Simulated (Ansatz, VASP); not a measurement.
**CaSe in VASP and in Ansatz**

```
Ca Se
1.0
     0.00000    2.95600    2.95600
     2.95600    0.00000    2.95600
     2.95600    2.95600    0.00000
Ca Se
1 1
Cartesian
  0.0000 0.0000 0.0000
  3.1560 2.9560 2.9560
```

Alike in both runs: task single point; functional PBE; k mesh 6 × 6 × 6; no spin polarisation.

|  | VASP | Ansatz |
| --- | --- | --- |
| version | VASP 6.6.1 | Ansatz 0.2.0 |
| potentials or method | VASP PAW PBE potentials, release 64 (Ca_sv, Se) | plane waves, PAW |
| plane-wave cutoff (eV) | 520 | 420 |
| occupations | gaussian, width 0.01 eV | fixed |
| valence electrons in the cell | 16 | 26 |

|  | VASP | Ansatz | Ansatz less VASP |
| --- | --- | --- | --- |
| rms of the force components (eV/Å) | 0.413 | 0.407 | -0.0061 |

Atom by atom the forces differ by 0.006 eV/Å (rms over components). VASP's potentials hold 16 valence electrons a cell and Ansatz's 26, so a difference there can come from the potentials and not from the codes.
